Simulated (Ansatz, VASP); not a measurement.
# Two plane-wave programs on SiC

```
CELL_PARAMETERS angstrom
3.02919 0.03678 0.07561
-1.48275 2.77942 -0.16512
0.24751 -0.48129 10.20942
ATOMIC_POSITIONS crystal
Si 0.66068 0.34312 0.93228
Si 0.31585 0.65537 0.43873
Si 0.98601 0.01010 0.68361
Si 0.99541 0.98137 0.19629
C 0.67222 0.33737 0.75104
C 0.35923 0.68461 0.24834
C 0.98414 0.99775 0.49754
C 0.02646 0.99031 0.00417
```

Alike in both runs: task single point; functional PBE; k mesh 12 × 12 × 4; occupations methfessel-paxton of order 1, width 0.05 eV; no spin polarisation.

```csv
,VASP,Ansatz
version,VASP 6.6.1,Ansatz 0.2.0
potentials or method,"VASP PAW PBE potentials, release 64 (Si, C), cutoff 520 eV","scalar-relativistic, plane waves, PAW"
valence electrons in the cell,32,32
```

|  | VASP | Ansatz | Ansatz less VASP |
| --- | --- | --- | --- |
| gap on the k mesh at the Fermi level (eV) | 0.32 | 0.32 | 0.000 |
| pressure (GPa) | -2.8 | -2.7 | +0.04 |
| traceless stress, the component that is largest in VASP (GPa) | -15.04 | -14.98 | +0.062 |
| rms of the force components (eV/Å) | 1.338 | 1.340 | +0.0015 |

Atom by atom the forces differ by 0.003 eV/Å (rms over components).
